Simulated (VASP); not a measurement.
Runs of VASP 6.6.1 on Al3Cu2. The structure is that of space group P-3m1 (No. 164), or close to it. The cells are those of the table. 

```csv
task,cell,k mesh,cutoff (eV),smearing,gap on the mesh (eV),pressure (GPa),largest force (eV/Å)
single point,"a = 4.031, b = 4.031, c = 4.902 Å, angles 90.0, 90.0, 120.0°, 5 atoms",12 × 12 × 8,520,fermi-dirac 0.15 eV,none,(a),0.01
single point,"a = 4.036, b = 4.036, c = 4.909 Å, angles 90.0, 90.0, 120.0°, 5 atoms",12 × 12 × 8,520,fermi-dirac 0.15 eV,none,2.3,0.01
single point,"a = 4.056, b = 4.056, c = 4.932 Å, angles 90.0, 90.0, 120.0°, 5 atoms",12 × 12 × 8,520,gaussian 0.1 eV,none,0.4,-
single point,"a = 4.058, b = 4.058, c = 4.935 Å, angles 90.0, 90.0, 120.0°, 5 atoms",12 × 12 × 8,520,fermi-dirac 0.15 eV,none,0.4,0.01
single point,"a = 4.092, b = 4.092, c = 4.993 Å, angles 90.0, 90.0, 120.0°, 5 atoms",6 × 6 × 4,520,gaussian 0.1 eV,none,-3.0,(b)
relaxation of shape and atoms at fixed volume,"relaxed from a = 4.085, b = 4.085, c = 4.968 Å, angles 90.0, 90.0, 120.0°, 5 atoms",12 × 12 × 8,600,fermi-dirac 0.15 eV,none,-1.9,-
single point,"a = 3.997, b = 3.997, c = 4.863 Å, angles 90.0, 90.0, 120.0°, 5 atoms",12 × 12 × 8,520,fermi-dirac 0.15 eV,none,6.4,-
```

Alike in all rows: level LDA; potentials or basis VASP PAW LDA potentials, release 64 (Al, Cu); no spin polarisation.

Problem. Fill in the values left out.

Solution. (a) 2.9; (b) 0.05.

A gap of «none» marks levels without a gap at the run's occupations.
